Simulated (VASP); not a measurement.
The system is Mg5ZnO6.

```xyz
12
Lattice="3.3112 0.0000 0.0000 -1.6556 2.8676 0.0000 0.0000 0.0000 16.2215" Properties=species:S:1:pos:R:3 pbc="T T T"
Mg    0.0000    1.9117   13.5179
Mg    1.6556    0.9559    2.7036
Mg    0.0000    1.9117    5.4072
Mg    0.0000    0.0000    8.1108
Mg    1.6556    0.9559   10.8143
Zn    0.0000    0.0000    0.0000
O     1.6556    0.9559   14.8697
O     0.0000    1.9117    1.3518
O     0.0000    0.0000    4.0554
O     1.6556    0.9559    6.7590
O     0.0000    1.9117    9.4626
O     0.0000    0.0000   12.1661
```

| Property | Result |
| --- | --- |
| Program | VASP 6.6.1 |
| Task | relaxation of cell and atoms |
| Functional | PBE |
| Potentials or basis | VASP PAW PBE potentials, release 64 (Mg, Zn, O) |
| Cutoff | 600 eV |
| k mesh | 6 × 6 × 1 |
| Occupations | gaussian, width 0.1 eV |
| Spin | no spin polarisation |

At the start: pressure -24.2 GPa; volume 12.84 Å³/atom.

Question: Where does the relaxation end?

Answer: Over 13 steps the energy falls by 307.7 meV/atom and the volume is 9.67 Å³/atom (-24.7 %); space group P-3m1 (No. 164, to 0.1 Å) before and after.

Step by step:
```
step  energy change (eV)  largest force (eV/Å)  pressure (GPa)  volume (Å³)
   1              0.0000                0.3096          -24.19       154.03
   2             -3.6632                0.4944            1.95       114.74
   3             -3.6712                0.4823            0.13       116.05
   4             -3.6695                0.4757           -0.74       116.74
   5             -3.6841                0.1463           -0.78       116.68
   6             -3.6856                0.1907           -0.80       116.65
   7             -3.6893                0.0919            0.40       115.75
   8             -3.6893                0.0866            0.25       115.87
   9             -3.6905                0.0522            0.06       115.97
  10             -3.6910                0.0613           -0.10       116.09
  11             -3.6918                0.0446           -0.01       116.04
  12             -3.6918                0.0475            0.02       116.01
  13             -3.6921                0.0093            0.01       116.01
```

Final structure:
```
Mg Zn O
1.0
     3.01388    0.00000    0.00000
    -1.50694    2.61009    0.00000
     0.00000    0.00000   14.74748
Mg Zn O
5 1 6
Direct
  0.33333 0.66667 0.83191
  0.66667 0.33333 0.16809
  0.33333 0.66667 0.33412
  0.00000 0.00000 0.50000
  0.66667 0.33333 0.66588
  0.00000 0.00000 0.00000
  0.66667 0.33333 0.91283
  0.33333 0.66667 0.08717
  0.00000 0.00000 0.25115
  0.66667 0.33333 0.41709
  0.33333 0.66667 0.58291
  0.00000 0.00000 0.74885
```

Caveat: the volume moved by over 15 % at a fixed basis, so the end points are rough.
